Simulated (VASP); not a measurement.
Crystal: LaAl3Ag.

```
La Al Ag
1.0
     3.12560   -5.43330    0.00000
     3.12560    5.43330    0.00000
     0.00000    0.00000    6.15150
La Al Ag
2 6 2
Direct
  0.23150 0.76850 0.25000
  0.76850 0.23150 0.75000
  0.66369 0.33631 0.25000
  0.33631 0.66369 0.75000
  0.71428 0.71428 0.50000
  0.71428 0.71428 0.00000
  0.28572 0.28572 0.50000
  0.28572 0.28572 0.00000
  0.90475 0.09525 0.25000
  0.09525 0.90475 0.75000
```

```yaml
Program: VASP 6.6.1
Task: relaxation of cell and atoms
Functional: PBE
Potentials_or_basis: VASP PAW PBE potentials, release 64 (La, Al, Ag)
Cutoff: 600 eV
k_mesh: 4 × 4 × 4
Occupations: gaussian, width 0.1 eV
Spin: no spin polarisation
```

At the start: pressure 1.4 GPa; volume 20.89 Å³/atom.

Task: How do energy, volume and symmetry change on relaxing?

Result: Over 17 steps the energy falls by 24.7 meV/atom and the volume is 21.23 Å³/atom (+1.6 %); space group Cmcm (No. 63, to 0.1 Å) before and after.

Step by step:
```tsv
step	energy change (eV)	largest force (eV/Å)	pressure (GPa)	volume (Å³)
1	0.0000	0.6969	1.45	208.93
2	-0.1827	0.3797	-0.92	214.61
3	-0.1887	0.3141	-1.39	215.93
4	-0.2238	0.1942	0.22	211.23
5	-0.2238	0.1962	0.15	211.41
6	-0.2321	0.1250	0.14	211.45
7	-0.2348	0.0798	0.14	211.50
8	-0.2376	0.0707	-0.12	212.20
9	-0.2383	0.0632	-0.32	212.80
10	-0.2402	0.0540	-0.16	212.34
11	-0.2411	0.0545	0.03	211.83
12	-0.2411	0.0593	0.06	211.75
13	-0.2419	0.0529	0.06	211.76
14	-0.2439	0.0634	0.06	211.81
15	-0.2451	0.0982	0.05	211.90
16	-0.2459	0.0804	0.02	212.00
17	-0.2474	0.0256	-0.08	212.31
```

Final structure:
```
CELL_PARAMETERS angstrom
3.20470 -5.38388 0.00000
3.20470 5.38388 0.00000
0.00000 0.00000 6.15254
ATOMIC_POSITIONS crystal
La 0.24277 0.75723 0.25000
La 0.75723 0.24277 0.75000
Al 0.65648 0.34352 0.25000
Al 0.34352 0.65648 0.75000
Al 0.72016 0.72016 0.50000
Al 0.72016 0.72016 0.00000
Al 0.27984 0.27984 0.50000
Al 0.27984 0.27984 0.00000
Ag 0.89361 0.10639 0.25000
Ag 0.10639 0.89361 0.75000
```

Caveat: the relaxation stopped at a loose force limit of 0.05 eV/Å, so its end isn't a converged minimum.
